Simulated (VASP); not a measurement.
Ni, 1 atom in the cell. Symmetry: Fm-3m, No. 225, cubic system. The conventional cell has a = 3.532 Å, b = 3.532 Å, c = 3.532 Å, α = 90.00°, β = 90.00°, γ = 90.00°. Ni (site symmetry m-3m) has 12 Ni at 2.50 Å within 3.3 Å. 

| Property | Result |
| --- | --- |
| Program | VASP 6.6.1 |
| Task | single point |
| Functional | PBE |
| Potentials or basis | VASP PAW PBE potentials, release 64 (Ni) |
| Cutoff | 520 eV |
| k mesh | 13 × 13 × 13 |
| Occupations | fermi-dirac, width 0.05 eV |
| Spin | collinear spin, ferromagnetic start |
| Starting moments | [1.19] μB |
| Fixed moment | 1.19 μB |
| Dipole correction | no |
| Further INCAR settings | ALGO = Normal; EDIFF = 1e-07; NBANDS = 15 |

Potentials or basis: VASP PAW PBE potentials, release 64 (Ni).

Launch:

```sh
$ cat potpaw_PBE.64/Ni/POTCAR > POTCAR
$ mpirun -np 1 vasp_std > vasp.out
```

Hardware: 1 thread of Intel Xeon 8259CL, with other jobs on the host.

Problem. How long does it take, and how much memory?

Solution. It took 47 s on 1 thread of Intel Xeon 8259CL, with other jobs on the host, peak memory 0.14 GiB. Counts: scf iterations 14, k points 84.
